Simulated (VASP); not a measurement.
# SnO (C2/m) in VASP: further runs

SnO is run at these levels: PBE; tasks: single point.

All numbers are computed with VASP 6.6.1; they aren't measurements. Logs are shortened: lines on timing, memory, paths and dates and some standing lists are left out, and cuts for length are marked.

## 1. The cell of the first run

Symmetry: C2/m, No. 12, monoclinic system. The conventional cell has a = 5.469 Å, b = 5.469 Å, c = 5.072 Å, α = 90.00°, β = 90.00°, γ = 90.00°. Within 2.8 Å of Sn (site symmetry m) lie 4 O at 2.08 to 2.46 Å. Within 2.9 Å of O (site symmetry 2) lie 4 Sn at 2.08 to 2.46 Å and 4 O at 2.66 to 2.81 Å.

## 2. Single point, PBE (atoms displaced along several vibrational modes)

INCAR reads:

```
SYSTEM = SnO
ALGO = Normal
EDIFF = 1E-6
ENCUT = 520
GGA = PE
ISIF = 2
ISMEAR = 0
LASPH = .True.
LCHARG = .False.
LREAL = .False.
LWAVE = .False.
NBANDS = 28
NELM = 80
PREC = Accurate
SIGMA = 0.05
```

KPOINTS reads:

```
k-points
0
Gamma
  10 10 8
  0 0 0
```

POSCAR reads:

```
SnO
1.0
    3.8671579472      0.0000000000      0.0000000000
    0.0000000000      3.8671579472      0.0000000000
    0.0000000000      0.0000000000      5.0719346970
Sn O
2 2
Direct
   -0.0646469587      0.4353530413      0.2284856918
    0.5646469587      0.0646469587      0.7715143082
    0.0069648620     -0.0069648620      0.0000000000
    0.4930351380      0.5069648620      0.0000000000
```

Potentials or basis: VASP PAW PBE potentials, release 64 (Sn_d, O).

Run with:

```
$ cat potpaw_PBE.64/Sn_d/POTCAR potpaw_PBE.64/O/POTCAR > POTCAR
$ mpirun -np 1 vasp_std > vasp.out
```

OUTCAR:

```text
SYSTEM = SnO
   EDIFF = 1E-6
   ENCUT = 520
   GGA = PE
   ISIF = 2
   ISMEAR = 0
   LASPH = .True.
   LREAL = .False.
   NELM = 80
   PREC = Accurate

 ion  position               nearest neighbor table
   1  0.935  0.435  0.228-   3 2.08   4 2.08   4 2.46   3 2.46   2 3.08   2 3.42   2 3.65   2 3.65

   2  0.565  0.065  0.772-   3 2.08   4 2.08   4 2.46   3 2.46   1 3.08   1 3.42   1 3.65   1 3.65

   3  0.007  0.993  0.000-   1 2.08   2 2.08   2 2.46   1 2.46
   4  0.493  0.507  0.000-   1 2.08   2 2.08   2 2.46   1 2.46

  LATTYP: Found a simple tetragonal cell.
 ALAT       =     3.8671579472
 C/A-ratio  =     1.3115406110

  Lattice vectors:

 A1 = (   3.8671579472,   0.0000000000,   0.0000000000)
 A2 = (   0.0000000000,   3.8671579472,   0.0000000000)
 A3 = (   0.0000000000,   0.0000000000,   5.0719346970)

Analysis of symmetry for initial positions (statically):
=====================================================================
 Subroutine PRICEL returns:
 Original cell was already a primitive cell.

 Routine SETGRP: Setting up the symmetry group for a
 simple tetragonal supercell.

 Subroutine GETGRP returns: Found  4 space group operations
 (whereof  2 operations were pure point group operations)
 out of a pool of 16 trial point group operations.

The static configuration has the point symmetry C_2 .
 The point group associated with its full space group is C_2h.

Analysis of symmetry for dynamics (positions and initial velocities):
=====================================================================
 Subroutine PRICEL returns:
 Original cell was already a primitive cell.

 Routine SETGRP: Setting up the symmetry group for a
 simple tetragonal supercell.

 Subroutine GETGRP returns: Found  4 space group operations
 (whereof  2 operations were pure point group operations)
 out of a pool of 16 trial point group operations.

The dynamic configuration has the point symmetry C_2 .
 The point group associated with its full space group is C_2h.

 Subroutine INISYM returns: Found  4 space group operations
 (whereof  2 operations are pure point group operations),
 and found     1 'primitive' translations

----------------------------------------------------------------------------------------

                                     Primitive cell

[... 91 lines left out ...]
   LASPH  =      T    aspherical Exc in radial PAW
   ENCUT  =  520.0 eV  38.22 Ry    6.18 a.u.   7.19  7.19  9.43*2*pi/ulx,y,z
   NELM   =     80;   NELMIN=  2; NELMDL= -5     # of ELM steps
   EDIFF  = 0.1E-05   stopping-criterion for ELM
   LREAL  =      F    real-space projection
   EDIFFG = 0.1E-04   stopping-criterion for IOM
   NSW    =      0    number of steps for IOM
   IBRION =     -1    ionic relax: 0-MD 1-quasi-New 2-CG
   NFREE  =      0    steps in history (QN), initial steepest desc. (CG)
   ISIF   =      2    stress and relaxation
   ISYM   =      2    0-nonsym 1-usesym 2-fastsym
   POTIM  = 0.5000    time-step for ionic-motion
   TEBEG  =    0.0;   TEEND  =   0.0 temperature during run
   PSTRESS=    0.0 pullay stress
   NELECT =      40.0000    total number of electrons
   NUPDOWN=      -1.0000    fix difference up-down
   EMIN   =  10.00;   EMAX   =-10.00  energy-range for DOS
   EFERMI =   0.00;   METHOD = LEGACY
   ISMEAR =     0;   SIGMA  =   0.05  broadening in eV -4-tet -1-fermi 0-gaus
   EFERMI_NEDOS =   21; number of points for ismear=-14 and -15
   IALGO  =     38    algorithm
   IMIX   =      4    mixing-type and parameters
     AMIX     =   0.40;   BMIX     =  1.00
     AMIX_MAG =   1.60;   BMIX_MAG =  1.00
  volume/ion in A,a.u.               =      18.96       127.97
  Fermi-wavevector in a.u.,A,eV,Ry     =   1.322642  2.499431 23.801788  1.749382
  Thomas-Fermi vector in A             =   2.452308
   LORBIT       =      0    0 simple, 1 ext, 2 COOP (PROOUT), +10 PAW based schemes
   GGA     = PE    functional components
   LHFCALC =     F    Hartree Fock is set to
   AEXX    =    0.0000 exact exchange contribution
   IVDW    =     0    specifies the selected vdW correction
   LEPSILON=     F    determine dielectric tensor
   LRPA    =     F    only Hartree local field effects (RPA)
 non-spin polarized calculation
 Gauss-broadening in eV      SIGMA  =   0.05
  energy-cutoff  :      520.00
  volume of cell :       75.85
 maximum number of plane-waves:      2064
 NGX is ok and might be reduce to    30
   NGX = 15   NGY = 15   NGZ = 19

 number of electron      39.9999984 magnetization

 Free energy of the ion-electron system (eV)
  ---------------------------------------------------
  ext. energy  EPLUGINS =         0.00000000
  ---------------------------------------------------
  free energy    TOTEN  =       -22.07972562 eV

  energy without entropy =      -22.07972562  energy(sigma->0) =      -22.07972562

 E-fermi :   6.3646     XC(G=0):  -9.7816

 val. band max:        6.1014838115   @ k =  -0.1000   0.1000   0.0000
 cond. band min:       6.7424296214   @ k =   0.5000   0.5000   0.0000
 fundamental gap:      0.6409458099
 Fermi energy:         6.3645684790

 k-point     1 :       0.0000    0.0000    0.0000
  band No.  band energies     occupation
      1     -15.8199      2.00000
      2     -15.5230      2.00000
      3     -15.3174      2.00000
      4     -15.2885      2.00000
      5     -15.2586      2.00000
      6     -15.2523      2.00000
[... 733 lines left out ...]
     27      13.5735      0.00000
     28      14.9100      0.00000

 [... further k-points ...]

------------------------ aborting loop because EDIFF is reached ----------------------------------------

  FORCE on cell =-STRESS in cart. coord.  units (eV):
  Direction    XX          YY          ZZ          XY          YZ          ZX
  --------------------------------------------------------------------------------------
  -------------------------------------------------------------------------------------
  Total        2.3343586      2.3343586      3.0306905      0.4664773      2.5886841      2.5886739
  in kB       49.3083731     49.3083731     64.0169091      9.8533445     54.6804603     54.6802452
  external PRESSURE =      54.2112184 kB  Pullay stress =       0.0000000 kB

 VOLUME and BASIS-vectors are now :
 -----------------------------------------------------------------------------
  energy-cutoff  :      520.00
  volume of cell :       75.85
      direct lattice vectors                 reciprocal lattice vectors
     3.867157947  0.000000000  0.000000000     0.258587835  0.000000000  0.000000000
     0.000000000  3.867157947  0.000000000     0.000000000  0.258587835  0.000000000
     0.000000000  0.000000000  5.071934697     0.000000000  0.000000000  0.197163422

 POSITION                                       TOTAL-FORCE (eV/Angst)
 -----------------------------------------------------------------------------------
      3.61716      1.68358      1.15886         1.361333      1.361333      1.265912
      2.18358      0.25000      3.91307        -1.361333     -1.361333     -1.265912
      0.02693      3.84022      0.00000         0.160822     -0.160822      0.000000
      1.90664      1.96051      0.00000        -0.160822      0.160822      0.000000
 -----------------------------------------------------------------------------------
    total drift:                               -0.000000     -0.000000     -0.000000

  FREE ENERGIE OF THE ION-ELECTRON SYSTEM (eV)
  ---------------------------------------------------
  free  energy   TOTEN  =       -22.0797256151 eV

  energy  without entropy=      -22.0797256151  energy(sigma->0) =      -22.07972562
```

OSZICAR:

```text
N       E                     dE             d eps       ncg     rms          rms(c)
DAV:   1     0.420204278384E+03    0.42020E+03   -0.19860E+04 13112   0.212E+03
DAV:   2     0.385811843868E+02   -0.38162E+03   -0.36643E+03 13232   0.537E+02
DAV:   3    -0.229754346981E+02   -0.61557E+02   -0.60420E+02 14488   0.181E+02
DAV:   4    -0.259490262275E+02   -0.29736E+01   -0.29590E+01 14432   0.431E+01
DAV:   5    -0.260222602135E+02   -0.73234E-01   -0.73225E-01 14012   0.727E+00    0.120E+01
DAV:   6    -0.221321283716E+02    0.38901E+01   -0.18172E+01 19008   0.473E+01    0.520E+00
DAV:   7    -0.221034245392E+02    0.28704E-01   -0.21033E+00 14952   0.905E+00    0.258E+00
DAV:   8    -0.220880807320E+02    0.15344E-01   -0.34410E-01 16184   0.417E+00    0.833E-01
DAV:   9    -0.220783395369E+02    0.97412E-02   -0.56162E-02 19436   0.254E+00    0.245E-01
DAV:  10    -0.220800279394E+02   -0.16884E-02   -0.88532E-03 15648   0.823E-01    0.141E-01
DAV:  11    -0.220796898346E+02    0.33810E-03   -0.22932E-03 19524   0.469E-01    0.310E-02
DAV:  12    -0.220797324087E+02   -0.42574E-04   -0.30532E-04 13200   0.109E-01    0.373E-02
DAV:  13    -0.220797257658E+02    0.66429E-05   -0.39829E-05 17296   0.608E-02    0.768E-03
DAV:  14    -0.220797256151E+02    0.15071E-06   -0.64950E-06 14320   0.152E-02
   1 F= -.22079726E+02 E0= -.22079726E+02  d E =-.719995E-16
```

stdout:

```text
POSCAR found type information on POSCAR SnO
 POSCAR found :  2 types and       4 ions
 scaLAPACK will be used
 LDA part: xc-table for (Slater+PW92), standard interpolation
 POSCAR, INCAR and KPOINTS ok, starting setup
 FFT: planning ... GRIDC
 FFT: planning ... GRID_SOFT
 FFT: planning ... GRID
 WAVECAR not read
 entering main loop
```

Wall time 7.3 min (1 thread of Oxide Virtual Turin-like, shared host); peak memory 0.44 GiB.

Results:

* Free energy: -22.0797 eV
* Pressure: 5.4 GPa
* Largest force: 2.304 eV/Å
* Band gap on the k mesh: 0.64 eV (least direct gap 1.75 eV)

Forces on the atoms (eV/Å):
```
Sn   1.361  1.361  1.266
Sn  -1.361 -1.361 -1.266
O    0.161 -0.161  0.000
O   -0.161  0.161  0.000
```

Stress tensor (GPa, compression positive):
```
4.93 0.99 5.47
0.99 4.93 5.47
5.47 5.47 6.40
```

Levels at points of the mesh, in eV from the valence-band top:
| k point | band 16 | band 17 | band 18 | band 19 | band 20 | band 21 | band 22 | band 23 | band 24 | band 25 |
| --- | --- | --- | --- | --- | --- | --- | --- | --- | --- | --- |
| (0.00, 0.00, 0.00) | -5.56 | -3.32 | -2.94 | -2.72 | -0.01 | 1.74 | 3.68 | 4.95 | 5.29 | 5.40 |
| (0.50, 0.00, 0.00) | -4.67 | -4.50 | -4.24 | -2.92 | -1.78 | 2.75 | 3.03 | 5.43 | 5.62 | 6.01 |
| (0.50, 0.50, 0.00) | -4.86 | -2.37 | -2.23 | -2.22 | -1.47 | 0.64 | 0.71 | 4.13 | 4.71 | 6.80 |
| (0.00, 0.00, 0.50) | -3.37 | -3.13 | -2.95 | -2.80 | -2.04 | 1.44 | 3.73 | 3.92 | 3.93 | 6.29 |
| (0.50, 0.00, 0.50) | -4.97 | -4.53 | -4.26 | -1.86 | -1.24 | 2.38 | 2.40 | 5.02 | 6.05 | 6.40 |
| (0.50, 0.50, 0.50) | -5.20 | -2.37 | -2.36 | -2.22 | -2.20 | 2.70 | 2.71 | 3.31 | 3.96 | 5.64 |

Caveat: the cell differs from its parent crystal (atoms displaced along several vibrational modes); the cell stands under pressure; semilocal functionals underestimate gaps, and a narrow one can read as zero; spin-orbit coupling is left out, which moves the levels of the heavy elements; forces of over 1 eV/Å act on the atoms, so gaps and moduli don't describe the material at rest.

[end of part 1 of 2]
